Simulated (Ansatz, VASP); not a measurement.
## As in VASP and in Ansatz

File POSCAR:

```
As
1.0
    3.5034105985      0.0000000000      0.0000000000
   -1.7517052992      3.0340425782      0.0000000000
    0.0000000000      0.0000000000     26.4156438000
As
2
Direct
    0.3333333333      0.6666666667      0.3202762771
    0.6666666667      0.3333333333      0.3727911355
```

Contents of INCAR.step1:

```
ALGO = Normal
DIPOL = 0.5 0.5 0.347
EDIFF = 1E-5
ENCUT = 580
GGA = PE
GGA_COMPAT = F
IDIPOL = 3
ISMEAR = 0
LASPH = T
LCHARG = F
LDIPOL = T
LREAL = F
LWAVE = T
NBANDS = 22
NELM = 120
NELMDL = -8
PREC = Accurate
SIGMA = 0.01
```

Contents of INCAR.step2:

```
ALGO = Normal
DIPOL = 0.5 0.5 0.347
EDIFF = 1E-6
ENCUT = 580
GGA_COMPAT = F
IDIPOL = 3
ISIF = 2
ISMEAR = 0
ISTART = 1
LASPH = T
LCHARG = T
LDIPOL = T
LELF = T
LMIXTAU = T
LREAL = F
LVACPOTAV = T
LVHAR = T
LWAVE = F
METAGGA = R2SCAN
NBANDS = 22
NELM = 120
PREC = Accurate
SIGMA = 0.01
```

File KPOINTS:

```
k-points
0
Gamma
  12 12 1
```

Input for Ansatz:

```yaml
crystal:
  lattice:
    - [3.5034105985, 0.0, 0.0]
    - [-1.7517052992, 3.0340425782, 0.0]
    - [0.0, 0.0, 26.4156438]
  atoms:
    - { symbol: As, position: [0.3333333333, 0.6666666667, 0.3202762771] }
    - { symbol: As, position: [0.6666666667, 0.3333333333, 0.3727911355] }
  periodic: [true, true, false]
kpoints:
  mp_grid: { grid: [12, 12, 1] }
  band_path:
    path:
      - [0.0, 0.0, 0.0]
      - [0.5, 0.0, 0.0]
      - [0.3333333333, 0.3333333333, 0.0]
      - [0.0, 0.317708, 0.0]
    npoints: 1
hamiltonian:
  xc: r2scan
scf:
  occupations: { method: fixed }
  n_extra_bands: 4
output:
  forces: true
  stress: true
  eigenvalues: true
```

Change from the starting cell: hydrostatic strain -2.0%.

Alike in both runs: task single point; functional r2SCAN; k mesh 12 × 12 × 1; no spin polarisation.

|  | VASP | Ansatz |
| --- | --- | --- |
| version | VASP 6.6.1 | Ansatz 0.2.0 |
| potentials or method | VASP PAW PBE potentials, release 64 (As_d) | plane waves, PAW |
| plane-wave cutoff (eV) | 580 | 500 |
| occupations | gaussian, width 0.01 eV | fixed |
| valence electrons in the cell | 30 | 30 |

Ansatz gave:

```
gap on the k mesh at the Fermi level (eV) : 1.77
rms of the force components (eV/Å)        : 0.002
```

**Question.** Estimate VASP's values.

**Answer.** gap on the k mesh at the Fermi level (eV): 1.76; rms of the force components (eV/Å): 0.026.

VASP's potentials were made for PBE, not for r2SCAN. Atom by atom the forces differ by 0.024 eV/Å (rms over components).
